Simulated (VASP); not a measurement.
Runs of VASP 6.6.1 on InP. The structure is that of space group Fm-3m (No. 225), or close to it. The cells are those of the table. 

```tsv
level	cell	k mesh	gap on the mesh (eV)	pressure (GPa)
r2SCAN	a = 3.886 Å, angles 60.0°, 2 atoms	14 × 14 × 14	none	(b)
r2SCAN	a = 3.902 Å, angles 60.0°, 2 atoms	14 × 14 × 14	none	-1.0
PBE	a = 3.916 Å, angles 60.0°, 2 atoms	6 × 6 × 6	none	0.2
r2SCAN	a = 3.724 Å, angles 60.0°, 2 atoms	14 × 14 × 14	none	14.6
r2SCAN	a = 3.779 Å, angles 60.0°, 2 atoms	14 × 14 × 14	none	(a)
```

Alike in all rows: task single point; potentials or basis VASP PAW PBE potentials, release 64 (In_d, P); no spin polarisation; cutoff (eV) 520; smearing gaussian 0.05 eV.

Task: Fill in the values left out.

Result: (a) 8.6; (b) 0.0.

Caveats: spin-orbit coupling is left out, which moves the levels of the heavy elements; the PAW data sets were made with another functional, which shifts forces and pressure a little (at least some runs); the cell stands under pressure (at least some runs).

A k mesh can miss the band edges, and the runs leave out spin-orbit coupling on In.

A gap of «none» marks levels without a gap at the run's occupations.
